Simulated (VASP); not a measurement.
SiO2 (rutile type), 6 atoms in the cell. The structure is tetragonal, space group P4_2/mnm (No. 136). The conventional cell has a = 4.155 Å, b = 4.155 Å, c = 2.661 Å, α = 90.00°, β = 90.00°, γ = 90.00°. Si (site symmetry mmm) has 6 O at 1.75 to 1.80 Å within 2.3 Å. Within 2.3 Å of O (site symmetry m2m) lie 3 Si at 1.75 to 1.80 Å and 1 O at 2.28 Å. 

- Program: VASP 6.6.1
- Task: single point
- Functional: LDA
- Potentials or basis: VASP PAW LDA potentials, release 64 (Si, O)
- Cutoff: 600 eV
- k mesh: 8 × 8 × 11
- Occupations: fermi-dirac, width 0.08 eV
- Spin: no spin polarisation
- Dipole correction: no
- Further INCAR settings: ALGO = Normal; EDIFF = 1e-06; NBANDS = 25

Potentials or basis: VASP PAW LDA potentials, release 64 (Si, O).

The run is started by

```console
$ cat potpaw_LDA.64/Si/POTCAR potpaw_LDA.64/O/POTCAR > POTCAR
$ mpirun -np 1 vasp_std > vasp.out
```

Hardware: 1 thread of Intel(R) Xeon(R) 6975P-C (Granite Rapids), with other jobs on the host.

**Question.** Estimate the wall time of this run.

**Answer.** It took 32 s on 1 thread of Intel(R) Xeon(R) 6975P-C (Granite Rapids), on a shared host, peak memory 0.21 GiB. Counts: scf iterations 12, k points 90.
